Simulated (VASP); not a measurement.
Na2S:

```xyz
3
Lattice="0.0000 3.2554 3.2554 3.2554 0.0000 3.2554 3.2554 3.2554 0.0000" Properties=species:S:1:pos:R:3 pbc="T T T"
S     0.0000    0.0000    0.0000
Na    1.6277    1.6277    1.6277
Na    4.8831    4.8831    4.8831
```

Base run:

```yaml
Program: VASP 6.6.1
Functional: r2SCAN
Potentials_or_basis: VASP PAW PBE potentials, release 64 (S, Na_pv)
Cutoff: 550 eV
k_mesh: 4 × 4 × 4
Occupations: gaussian, width 0.01 eV
Spin: no spin polarisation
```

Its results: band gap on the k mesh 3.11 eV, direct; pressure -0.1 GPa.

**Question.** After a change of settings the same cell gave: band gap on the k mesh 2.29 eV, direct; pressure -1.6 GPa. Which change was it?
A. functional from r2SCAN to PBE; cutoff from 550 eV to 500 eV; k mesh from 4 × 4 × 4 to 6 × 6 × 6
B. functional from r2SCAN to LDA; potentials or basis from VASP PAW PBE potentials, release 64 (S, Na_pv) to VASP PAW LDA potentials, release 64 (S, Na_pv); cutoff from 550 eV to 500 eV
C. functional from r2SCAN to HSE06; cutoff from 550 eV to 400 eV
D. functional from r2SCAN to PBE; cutoff from 550 eV to 500 eV

**Answer.** B.

Caveats: the PAW data sets were made with another functional, which shifts forces and pressure a little (some runs).
